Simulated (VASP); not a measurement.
**PtS2: single point with PBE+D3(BJ)**

System: PtS2, a slab with vacuum.

```xyz
6
Lattice="3.5415 0.0000 0.0000 -1.7708 3.0671 0.0000 0.0000 0.0000 22.4671" Properties=species:S:1:pos:R:3 pbc="T T T"
S     1.7708    1.0224    4.5000
S     0.0000    2.0447    6.9835
S     1.1805    1.3631    9.9235
S     2.9513    0.3408   12.4071
Pt    0.0000    0.0000    5.7418
Pt    2.9513    2.3855   11.1653
```

This cell differs from its parent crystal: layers slid over each other.

* Program: VASP 6.6.1
* Task: single point
* Functional: PBE
* Dispersion: D3(BJ)
* Potentials or basis: VASP PAW PBE potentials, release 64 (S, Pt)
* Cutoff: 520 eV
* k mesh: 9 × 9 × 1
* Occupations: gaussian, width 0.05 eV
* Spin: no spin polarisation

```json
{"Largest force": "0.205 eV/Å", "Band gap on the k mesh": "1.17 eV (least direct gap 1.35 eV)", "Dispersion energy per atom": "-0.331 eV"}
```

Forces on the atoms (eV/Å):
```
S   -0.048  0.028  0.026
S   -0.132  0.076 -0.136
S    0.110 -0.063  0.116
S    0.024 -0.014 -0.030
Pt   0.066 -0.038  0.104
Pt  -0.020  0.011 -0.080
```

Levels at points of the mesh, in eV from the valence-band top:
```tsv
k point	band 19	band 20	band 21	band 22	band 23	band 24	band 25	band 26
(0.00, 0.00, 0.00)	-0.78	-0.72	-0.72	-0.38	2.65	2.69	2.76	2.80
```

Wall time 2.5 min on 1 thread of AMD EPYC 9R45 96-Core Processor (Zen 5), with other jobs on the host, peak memory 0.41 GiB.

Caveat: the cell differs from its parent crystal (layers slid over each other); spin-orbit coupling is left out, which moves the levels of the heavy elements.
